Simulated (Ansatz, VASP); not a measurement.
AlAs in VASP and in Ansatz

```
Al As
1.0
     0.00000    2.83790    2.83790
     2.83790    0.00000    2.83790
     2.83790    2.83790    0.00000
Al As
1 1
Direct
  0.00000 0.00000 0.00000
  0.25000 0.25000 0.25000
```

Alike in both runs: task single point; functional LDA; k mesh 6 × 6 × 6; occupations gaussian, width 0.1 eV; no spin polarisation.

```csv
,VASP,Ansatz
version,VASP 6.6.1,Ansatz 0.2.0
potentials or method,"VASP PAW LDA potentials, release 64 (Al, As), cutoff 500 eV","scalar-relativistic, plane waves, PAW"
valence electrons in the cell,8,18
```

|  | VASP | Ansatz | Ansatz less VASP |
| --- | --- | --- | --- |
| gap on the k mesh at the Fermi level (eV) | 1.35 | 1.36 | +0.012 |
| least direct gap on the mesh (eV) | 1.82 | 1.78 | -0.034 |
| pressure (GPa) | -1.5 | -1.8 | -0.32 |

LDA's correlation is that of Perdew and Zunger in VASP and of Perdew and Wang (1992) in Ansatz. VASP's potentials hold 8 valence electrons a cell and Ansatz's 18, so a difference there can come from the potentials and not from the codes.
